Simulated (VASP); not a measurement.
# Sc in VASP: notebook

The runs below take Sc through single point, with PBEsol.

Program: VASP 6.6.1. These are calculated values, not measurements. Logs are shortened: lines on timing, memory, paths and dates and some standing lists are left out, and cuts for length are marked.

## Step 1: The cell of the first run

The structure is trigonal, space group R-3m (No. 166). Conventional cell: a = 5.146 Å, b = 5.146 Å, c = 3.124 Å, α = 90.00°, β = 90.00°, γ = 120.00°. Within 4.1 Å of Sc (site symmetry -3m) lie 14 Sc at 3.12 to 3.63 Å.

This isn't the form of Sc at room conditions, which is hcp.

## Step 2: Single point, PBEsol

INCAR reads:

```
PREC = Accurate ; ENCUT = 520
EDIFF = 1E-6 ; ISMEAR = 0
SIGMA = 0.1 ; LREAL = F
LASPH = T ; NELM = 60
ALGO = Normal ; ISIF = 2
LWAVE = F ; LCHARG = F
GGA = PS ; NBANDS = 24
```

KPOINTS reads:

```
regular mesh
0
Gamma
  6 6 4
```

POSCAR reads:

```
Sc
1.0
    5.1463827825      0.0000000000      0.0000000000
   -2.5731913913      4.4568982273      0.0000000000
    0.0000000000      0.0000000000      3.1237503304
Sc
3
Direct
    0.3333294671      0.0000000000      0.3333333333
    0.0000000000      0.3333294671      0.6666666667
    0.6666705329      0.6666705329      0.0000000000
```

Potentials or basis: VASP PAW PBE potentials, release 64 (Sc_sv).

On the command line:

```bash
$ cat potpaw_PBE.64/Sc_sv/POTCAR > POTCAR
$ mpirun -np 1 vasp_std > vasp.out
```

OUTCAR:

```text
PREC = Accurate
   ENCUT = 520
   EDIFF = 1E-6
   ISMEAR = 0
   LREAL = F
   LASPH = T
   NELM = 60
   ISIF = 2
   GGA = PS

 ion  position               nearest neighbor table
   1  0.333  0.000  0.333-   3 3.15   2 3.15   3 3.15   3 3.15   2 3.15   2 3.15
   2  0.000  0.333  0.667-   3 3.15   1 3.15   3 3.15   3 3.15   1 3.15   1 3.15
   3  0.667  0.667  0.000-   1 3.15   2 3.15   2 3.15   1 3.15   2 3.15   1 3.15

  LATTYP: Found a hexagonal cell.
 ALAT       =     5.1463827825
 C/A-ratio  =     0.6069797880

  Lattice vectors:

 A1 = (   5.1463827825,   0.0000000000,   0.0000000000)
 A2 = (  -2.5731913913,   4.4568982273,   0.0000000000)
 A3 = (   0.0000000000,   0.0000000000,   3.1237503304)

Analysis of symmetry for initial positions (statically):
=====================================================================
 Subroutine PRICEL returns:
 Original cell was already a primitive cell.

 Routine SETGRP: Setting up the symmetry group for a
 hexagonal supercell.

 Subroutine GETGRP returns: Found  6 space group operations
 (whereof  2 operations were pure point group operations)
 out of a pool of 24 trial point group operations.

The static configuration has the point symmetry C_2 .
 The point group associated with its full space group is D_3 .

Analysis of symmetry for dynamics (positions and initial velocities):
=====================================================================
 Subroutine PRICEL returns:
 Original cell was already a primitive cell.

 Routine SETGRP: Setting up the symmetry group for a
 hexagonal supercell.

 Subroutine GETGRP returns: Found  6 space group operations
 (whereof  2 operations were pure point group operations)
 out of a pool of 24 trial point group operations.

The dynamic configuration has the point symmetry C_2 .
 The point group associated with its full space group is D_3 .

 Subroutine INISYM returns: Found  6 space group operations
 (whereof  2 operations are pure point group operations),
 and found     1 'primitive' translations

----------------------------------------------------------------------------------------

                                     Primitive cell

  volume of cell :      71.6492

  direct lattice vectors                    reciprocal lattice vectors
     5.146382782  0.000000000  0.000000000     0.194311236  0.112185644  0.000000000
    -2.573191391  4.456898227  0.000000000     0.000000000  0.224371289  0.000000000
     0.000000000  0.000000000  3.123750330     0.000000000  0.000000000  0.320128017

  length of vectors
     5.146382782  5.146382783  3.123750330     0.224371289  0.224371289  0.320128017

  position of ions in fractional coordinates (direct lattice)
     0.333329467  0.000000000  0.333333333
     0.000000000  0.333329467  0.666666667
     0.666670533  0.666670533  0.000000000

  ion indices of the primitive-cell ions
   primitive index   ion index
                 1           1
                 2           2
                 3           3

----------------------------------------------------------------------------------------

 KPOINTS: regular mesh

Automatic generation of k-mesh.
 Grid dimensions read from file:
 generate k-points for:    6    6    4

 Generating k-lattice:

  Cartesian coordinates                     Fractional coordinates (reciprocal lattice)
     0.032385206  0.018697607  0.000000000     0.166666667  0.000000000  0.000000000
     0.000000000  0.037395215  0.000000000     0.000000000  0.166666667  0.000000000
     0.000000000  0.000000000  0.080032004     0.000000000  0.000000000  0.250000000

  Length of vectors
     0.037395215  0.037395215  0.080032004

  Shift w.r.t. Gamma in fractional coordinates (k-lattice)
     0.000000000  0.000000000  0.000000000

 Subroutine IBZKPT returns following result:
 ===========================================

 Found     24 irreducible k-points:

 Following reciprocal coordinates:
            Coordinates               Weight
  0.000000  0.000000  0.000000      1.000000
  0.166667  0.000000  0.000000      6.000000
  0.333333  0.000000  0.000000      6.000000
  0.500000  0.000000  0.000000      3.000000
  0.166667  0.166667  0.000000      6.000000
  0.333333  0.166667  0.000000     12.000000
[... 16 lines left out ...]
  0.333333  0.166667  0.500000     12.000000
  0.333333  0.333333  0.500000      2.000000
   k-points           NKPTS =     24   k-points in BZ     NKDIM =     24   number of bands    NBANDS=     24
   number of dos      NEDOS =    301   number of ions     NIONS =      3
   total plane-waves  NPLWV =  38400
   dimension x,y,z NGX =    40 NGY =   40 NGZ =   24
   dimension x,y,z NGXF=    80 NGYF=   80 NGZF=   48
   ions per type =               3
   NGX,Y,Z   is equivalent  to a cutoff of  12.92, 12.92, 12.77 a.u.
   NGXF,Y,Z  is equivalent  to a cutoff of  25.84, 25.84, 25.55 a.u.
 SYSTEM =  unknown system
   PREC   = accura    normal or accurate (medium, high low for compatibility)
   ISTART =      0    job   : 0-new  1-cont  2-samecut
   ICHARG =      2    charge: 1-file 2-atom 10-const
   ISPIN  =      1    spin polarized calculation?
   LNONCOLLINEAR =      F non collinear calculations
   LSORBIT =      F    spin-orbit coupling
   LASPH  =      T    aspherical Exc in radial PAW
   ENCUT  =  520.0 eV  38.22 Ry    6.18 a.u.   9.57  9.57  5.81*2*pi/ulx,y,z
   NELM   =     60;   NELMIN=  2; NELMDL= -5     # of ELM steps
   EDIFF  = 0.1E-05   stopping-criterion for ELM
   LREAL  =      F    real-space projection
   EDIFFG = 0.1E-04   stopping-criterion for IOM
   NSW    =      0    number of steps for IOM
   IBRION =     -1    ionic relax: 0-MD 1-quasi-New 2-CG
   NFREE  =      0    steps in history (QN), initial steepest desc. (CG)
   ISIF   =      2    stress and relaxation
   ISYM   =      2    0-nonsym 1-usesym 2-fastsym
   POTIM  = 0.5000    time-step for ionic-motion
   TEBEG  =    0.0;   TEEND  =   0.0 temperature during run
   PSTRESS=    0.0 pullay stress
   NELECT =      33.0000    total number of electrons
   NUPDOWN=      -1.0000    fix difference up-down
   EMIN   =  10.00;   EMAX   =-10.00  energy-range for DOS
   EFERMI =   0.00;   METHOD = LEGACY
   ISMEAR =     0;   SIGMA  =   0.10  broadening in eV -4-tet -1-fermi 0-gaus
   EFERMI_NEDOS =   21; number of points for ismear=-14 and -15
   IALGO  =     38    algorithm
   IMIX   =      4    mixing-type and parameters
     AMIX     =   0.40;   BMIX     =  1.00
     AMIX_MAG =   1.60;   BMIX_MAG =  1.00
  volume/ion in A,a.u.               =      23.88       161.17
  Fermi-wavevector in a.u.,A,eV,Ry     =   1.264278  2.389138 21.747523  1.598398
  Thomas-Fermi vector in A             =   2.397591
   LORBIT       =      0    0 simple, 1 ext, 2 COOP (PROOUT), +10 PAW based schemes
   GGA     = PS    functional components
   LHFCALC =     F    Hartree Fock is set to
   AEXX    =    0.0000 exact exchange contribution
   IVDW    =     0    specifies the selected vdW correction
   LEPSILON=     F    determine dielectric tensor
   LRPA    =     F    only Hartree local field effects (RPA)
 non-spin polarized calculation
 Gauss-broadening in eV      SIGMA  =   0.10
  energy-cutoff  :      520.00
  volume of cell :       71.65
 maximum number of plane-waves:      1968
 NGX is ok and might be reduce to    40

 number of electron      32.9999996 magnetization

 Free energy of the ion-electron system (eV)
  ---------------------------------------------------
  ext. energy  EPLUGINS =         0.00000000
  ---------------------------------------------------
  free energy    TOTEN  =       -19.53694009 eV

  energy without entropy =      -19.50024235  energy(sigma->0) =      -19.51859122

 E-fermi :   3.8565     XC(G=0): -10.1260

 val. band max:        3.8391413814   @ k =   0.3333   0.0000   0.2500
 cond. band min:       3.8678666682   @ k =   0.0000   0.3333   0.2500
 fundamental gap:      0.0287252867
 Fermi energy:         3.8565119010

 k-point     1 :       0.0000    0.0000    0.0000
  band No.  band energies     occupation
      1     -45.4408      2.00000
      2     -45.3591      2.00000
      3     -45.3591      2.00000
      4     -24.2205      2.00000
      5     -24.2205      2.00000
      6     -24.2205      2.00000
[... 16 lines left out ...]
     23       6.8349      0.00000
     24       6.8356      0.00000

 k-point     2 :       0.1667    0.0000    0.0000
  band No.  band energies     occupation
      1     -45.4344      2.00000
      2     -45.3629      2.00000
      3     -45.3616      2.00000
      4     -24.2914      2.00000
      5     -24.2739      2.00000
      6     -24.1404      2.00000
[... 16 lines left out ...]
     23       6.7000      0.00000
     24       6.8211      0.00000

 k-point     3 :       0.3333    0.0000    0.0000
  band No.  band energies     occupation
      1     -45.4174      2.00000
      2     -45.3756      2.00000
      3     -45.3661      2.00000
      4     -24.3404      2.00000
      5     -24.2607      2.00000
      6     -24.0716      2.00000
[... 16 lines left out ...]
     23       6.4950      0.00000
     24       6.6160      0.00000

 k-point     4 :       0.5000    0.0000    0.0000
  band No.  band energies     occupation
      1     -45.3955      2.00000
      2     -45.3955      2.00000
      3     -45.3682      2.00000
      4     -24.3580      2.00000
      5     -24.1799      2.00000
      6     -24.1798      2.00000
[... 16 lines left out ...]
     23       6.4686      0.00000
     24       6.8226      0.00000

 k-point     5 :       0.1667    0.1667    0.0000
  band No.  band energies     occupation
      1     -45.4228      2.00000
      2     -45.3682      2.00000
      3     -45.3682      2.00000
      4     -24.3020      2.00000
      5     -24.3020      2.00000
      6     -24.0830      2.00000
[... 16 lines left out ...]
     23       6.5886      0.00000
     24       6.7297      0.00000

 k-point     6 :       0.3333    0.1667    0.0000
  band No.  band energies     occupation
      1     -45.4035      2.00000
      2     -45.3833      2.00000
      3     -45.3724      2.00000
      4     -24.3262      2.00000
      5     -24.2506      2.00000
      6     -24.1465      2.00000
[... 16 lines left out ...]
     23       6.6016      0.00000
     24       6.6214      0.00000
[... 379 lines left out ...]
 k-point    21 :       0.5000    0.0000    0.5000
  band No.  band energies     occupation
      1     -45.3651      2.00000
      2     -45.3458      2.00000
      3     -45.3458      2.00000
      4     -24.3594      2.00000
      5     -24.2731      2.00000
      6     -24.2731      2.00000
[... 16 lines left out ...]
     23       6.4664      0.00000
     24       6.7851      0.00000

 k-point    22 :       0.1667    0.1667    0.5000
  band No.  band energies     occupation
      1     -45.3652      2.00000
      2     -45.3652      2.00000
      3     -45.3265      2.00000
      4     -24.3054      2.00000
      5     -24.3054      2.00000
      6     -24.2595      2.00000
[... 16 lines left out ...]
     23       6.6877      0.00000
     24       6.6877      0.00000

 k-point    23 :       0.3333    0.1667    0.5000
  band No.  band energies     occupation
      1     -45.3621      2.00000
      2     -45.3545      2.00000
      3     -45.3402      2.00000
      4     -24.3444      2.00000
      5     -24.3059      2.00000
      6     -24.2881      2.00000
[... 16 lines left out ...]
     23       6.2972      0.00000
     24       6.5674      0.00000

 k-point    24 :       0.3333    0.3333    0.5000
  band No.  band energies     occupation
      1     -45.3523      2.00000
      2     -45.3523      2.00000
      3     -45.3523      2.00000
      4     -24.3263      2.00000
      5     -24.3263      2.00000
      6     -24.3263      2.00000
[... 16 lines left out ...]
     23       6.0584      0.00000
     24       6.0585      0.00000

------------------------ aborting loop because EDIFF is reached ----------------------------------------

  FORCE on cell =-STRESS in cart. coord.  units (eV):
  Direction    XX          YY          ZZ          XY          YZ          ZX
  --------------------------------------------------------------------------------------
  -------------------------------------------------------------------------------------
  Total        0.0682138      0.0682138      0.0149202     -0.0000000      0.0000000     -0.0000000
  in kB        1.5253584      1.5253584      0.3336361     -0.0000000      0.0000000     -0.0000000
  external PRESSURE =       1.1281177 kB  Pullay stress =       0.0000000 kB

 VOLUME and BASIS-vectors are now :
 -----------------------------------------------------------------------------
  energy-cutoff  :      520.00
  volume of cell :       71.65
      direct lattice vectors                 reciprocal lattice vectors
     5.146382782  0.000000000  0.000000000     0.194311236  0.112185644  0.000000000
    -2.573191391  4.456898227  0.000000000     0.000000000  0.224371289  0.000000000
     0.000000000  0.000000000  3.123750330     0.000000000  0.000000000  0.320128017

 POSITION                                       TOTAL-FORCE (eV/Angst)
 -----------------------------------------------------------------------------------
      1.71544      0.00000      1.04125         0.000017      0.000000     -0.000000
     -0.85772      1.48562      2.08250        -0.000009      0.000015      0.000000
      1.71547      2.97128      0.00000        -0.000009     -0.000015      0.000000
 -----------------------------------------------------------------------------------
    total drift:                                0.000000      0.000000     -0.000000

  FREE ENERGIE OF THE ION-ELECTRON SYSTEM (eV)
  ---------------------------------------------------
  free  energy   TOTEN  =       -19.5369400922 eV

  energy  without entropy=      -19.5002423502  energy(sigma->0) =      -19.51859122
```

Run time: 14 s. Hardware: 1 thread of Intel Xeon 6975P-C (Granite Rapids), shared host; peak memory 0.19 GiB.

What came out:

- Free energy: -19.5369 eV
- Pressure: 0.1 GPa
- Band gap on the k mesh: zero (an odd number of electrons rules out a gap without spin polarisation)

Caveat: the k points lie up to 0.50 Å⁻¹ apart, too coarse for converged energies and pressures of a metal; the PAW data sets were made with another functional, which shifts forces and pressure a little.

## Step 3: Single point, PBEsol

This run uses another cell than the first one: it holds 1 atom, not 3.

INCAR reads:

```
SYSTEM = Sc
PREC = Accurate
ENCUT = 500
EDIFF = 1E-6
ISMEAR = 0
SIGMA = 0.1
LREAL = .False.
LASPH = .True.
NELM = 120
ALGO = Normal
ISIF = 2
LWAVE = .False.
LCHARG = .False.
GGA = PS
NBANDS = 12
GGA_COMPAT = .False.
```

KPOINTS reads:

```
Automatic mesh
0
Gamma
  22 22 22
  0 0 0
```

POSCAR reads:

```
Sc
1.0
   -1.8269995845      1.8269995845      1.7864630498
    1.8269995845     -1.8269995845      1.7864630498
    1.8269995845      1.8269995845     -1.7864630498
Sc
1
Direct
    0.0000000000      0.0000000000      0.0000000000
```

Potentials or basis: VASP PAW PBE potentials, release 64 (Sc_sv).

On the command line:

```bash
$ cat potpaw_PBE.64/Sc_sv/POTCAR > POTCAR
$ mpirun -np 1 vasp_std > vasp.out
```

Wall time 95 s (1 thread of Oxide Virtual Turin-like, shared host); peak memory 0.28 GiB.

The run converged. Its results:

```
Free energy            : -6.4999 eV
Pressure               : 0.0 GPa
Band gap on the k mesh : zero (an odd number of electrons rules out a gap without spin polarisation)
```

Levels at points of the mesh, in eV from the Fermi level:
```tsv
k point	band 2	band 3	band 4	band 5	band 6	band 7	band 8	band 9
(0.00, 0.00, 0.00)	-27.77	-27.77	-27.76	-5.31	1.39	1.53	1.53	2.89
(0.50, 0.00, 0.00)	-28.21	-27.91	-27.77	-1.84	0.20	0.57	2.98	3.34
(0.50, 0.50, 0.00)	-28.21	-27.90	-27.76	-1.86	0.37	0.45	2.83	3.25
(0.50, 0.50, 0.50)	-28.08	-28.08	-28.06	-1.32	-1.26	4.01	4.01	4.05
```

Caveat: the PAW data sets were made with another functional, which shifts forces and pressure a little.

The gap in the log of VASP goes by the Fermi energy; the results here count the filled bands.